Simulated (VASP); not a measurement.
RbCl:

```
Rb Cl
1.0
     0.00000    3.27400    3.27400
     3.27400    0.00000    3.27400
     3.27400    3.27400    0.00000
Rb Cl
1 1
Direct
  0.00000 0.00000 0.00000
  0.50000 0.50000 0.50000
```

Base run:

| Item | Value |
| --- | --- |
| Program | VASP 6.6.1 |
| Functional | PBE |
| Potentials or basis | VASP PAW PBE potentials, release 64 (Rb_sv, Cl) |
| Cutoff | 500 eV |
| k mesh | 6 × 6 × 6 |
| Occupations | fermi-dirac, width 0.03 eV |
| Spin | no spin polarisation |

Its results: band gap on the k mesh 5.05 eV; pressure 1.2 GPa.

**Question.** After a change of settings the same cell gave: band gap on the k mesh 4.89 eV; pressure 0.0 GPa. Which change was it?
A. functional from PBE to PBEsol
B. functional from PBE to LDA; potentials or basis from VASP PAW PBE potentials, release 64 (Rb_sv, Cl) to VASP PAW LDA potentials, release 64 (Rb_sv, Cl)
C. functional from PBE to r2SCAN; cutoff from 500 eV to 440 eV; further incar settings from ALGO = Normal; EDIFF = 1e-06; NBANDS = 15 to ALGO = Normal; EDIFF = 1e-08; NBANDS = 15

**Answer.** A.

PBEsol binds more tightly than PBE, so the same cell stands under less pressure.

Caveats: the PAW data sets were made with another functional, which shifts forces and pressure a little (at least some runs).
